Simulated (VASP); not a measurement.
## Pt: single point with PBEsol

Pt:

```
Pt
1.0
     2.58891    0.00000    0.00000
    -1.29446    2.24206    0.00000
     0.00000    0.00000    4.47147
Pt
2
Cartesian
  1.2945 0.7474 3.3536
  0.0000 1.4947 1.1179
```

This cell differs from its parent crystal: strain -0.050 along x and y, -0.050 along z.

```yaml
Program: VASP 6.6.1
Task: single point
Functional: PBEsol
Potentials_or_basis: VASP PAW PBE potentials, release 64 (Pt)
Cutoff: 520 eV
k_mesh: 24 × 24 × 14
Occupations: gaussian, width 0.15 eV
Spin: no spin polarisation
Dipole_correction: no
Further_INCAR_settings: ALGO = Fast; EDIFF = 1e-06; NBANDS = 17
```

```yaml
Pressure: 65.3 GPa
Band_gap_on_the_k_mesh: zero (band 10 reaches 14.95 eV, above the bottom of band 11 at 13.13 eV)
```

Stress tensor (GPa, compression positive):
```
68.37  0.00  0.00
 0.00 68.37  0.00
 0.00  0.00 59.14
```

Levels at points of the mesh, in eV from the Fermi level:
| k point | band 6 | band 7 | band 8 | band 9 | band 10 | band 11 | band 12 | band 13 | band 14 | band 15 |
| --- | --- | --- | --- | --- | --- | --- | --- | --- | --- | --- |
| (0.00, 0.00, 0.00) | -4.18 | -4.18 | -2.54 | -2.54 | -1.68 | -0.31 | -0.31 | 6.15 | 14.52 | 15.47 |
| (0.50, 0.00, 0.00) | -4.02 | -3.72 | 0.08 | 0.44 | 0.73 | 2.70 | 4.44 | 8.34 | 9.83 | 11.35 |
| (0.00, 0.00, 0.50) | -4.70 | -4.70 | -4.70 | -1.09 | -1.09 | -1.09 | -1.09 | 13.11 | 13.11 | 15.57 |
| (0.50, 0.00, 0.50) | -2.56 | -1.43 | -1.43 | 0.61 | 0.61 | 1.66 | 1.66 | 8.02 | 8.02 | 14.97 |

Wall time 92 s on 1 thread of AMD EPYC 9R45 96-Core Processor (Zen 5), with other jobs on the host, peak memory 0.26 GiB.

Caveat: the cell differs from its parent crystal (strain -0.050 along x and y, -0.050 along z); the PAW data sets were made with another functional, which shifts forces and pressure a little; spin-orbit coupling is left out, which moves the levels of the heavy elements.
